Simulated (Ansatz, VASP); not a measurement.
# Two plane-wave programs on WS2

```
CELL_PARAMETERS angstrom
3.08162 0.00000 0.00000
-1.54081 2.66876 0.00000
0.00000 0.00000 18.06275
ATOMIC_POSITIONS crystal
W 0.33333 0.66667 0.00000
S 0.66667 0.33333 0.90802
S 0.66667 0.33333 0.09198
```

Alike in both runs: task single point; functional r2SCAN; k mesh 12 × 12 × 2; occupations gaussian, width 0.05 eV; no spin polarisation.

|  | VASP | Ansatz |
| --- | --- | --- |
| version | VASP 6.6.1 | Ansatz 0.2.0 |
| potentials or method | VASP PAW PBE potentials, release 64 (W_sv, S), cutoff 520 eV | scalar-relativistic, plane waves, PAW |
| valence electrons in the cell | 26 | 26 |

```csv
,VASP,Ansatz,Ansatz less VASP
gap on the k mesh at the Fermi level (eV),1.79,1.79,+0.005
least direct gap on the mesh (eV),2.59,2.59,-0.005
rms of the force components (eV/Å),0.608,0.620,+0.0116
```

VASP's potentials were made for PBE, not for r2SCAN. Atom by atom the forces differ by 0.012 eV/Å (rms over components). The functional is the same, so the differences come from potentials, cutoffs and numerics.

Neither program's run includes spin-orbit coupling.
